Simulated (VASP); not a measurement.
Set up this calculation in VASP 6.6.1, as the native input.

```yaml
Task: single point
Functional: PBE
Potentials_or_basis: VASP PAW PBE potentials, release 64 (Cu)
Cutoff: 520 eV
k_mesh: 6 × 6 × 4
Occupations: gaussian, width 0.1 eV
Spin: no spin polarisation
Dipole_correction: no
Further_INCAR_settings: ALGO = Fast; EDIFF = 1e-07; NBANDS = 24
```

The structure of Cu lies in POSCAR:

```
Cu
1.0
    2.5470777900      0.0000000000      0.0000000000
   -1.2735389000      2.2058340700      0.0000000000
    0.0000000000      0.0000000000      6.3060092000
Cu
3
Direct
    0.3333333300      0.6666666700      0.7981972200
    0.0000000000      0.0000000000      0.5000000000
    0.6666666700      0.3333333300      0.2018027800
```

One way to write it, as run:

INCAR

```
PREC = Accurate
ENCUT = 520
EDIFF = 1E-7
ISMEAR = 0
SIGMA = 0.1
LREAL = F
LASPH = T
NELM = 60
ALGO = Fast
ISIF = 2
LWAVE = F
LCHARG = F
GGA = PE
NBANDS = 24
```

KPOINTS

```
regular mesh
0
Gamma
  6 6 4
```

Potentials or basis: VASP PAW PBE potentials, release 64 (Cu).

Launch:

```bash
$ cat potpaw_PBE.64/Cu/POTCAR > POTCAR
$ mpirun -np 1 vasp_std > vasp.out
```

Results of the run:

The pressure is 10.8 GPa. The largest force is 1.783 eV/Å and the band gap on the k mesh is zero (an odd number of electrons rules out a gap without spin polarisation).

Caveat: the k points lie up to 0.47 Å⁻¹ apart, too coarse for converged energies and pressures of a metal; forces of over 1 eV/Å act on the atoms, so gaps and moduli don't describe the material at rest.

Wall time 76 s on 1 thread of Intel Xeon 8259CL, on a shared host, peak memory 0.15 GiB.
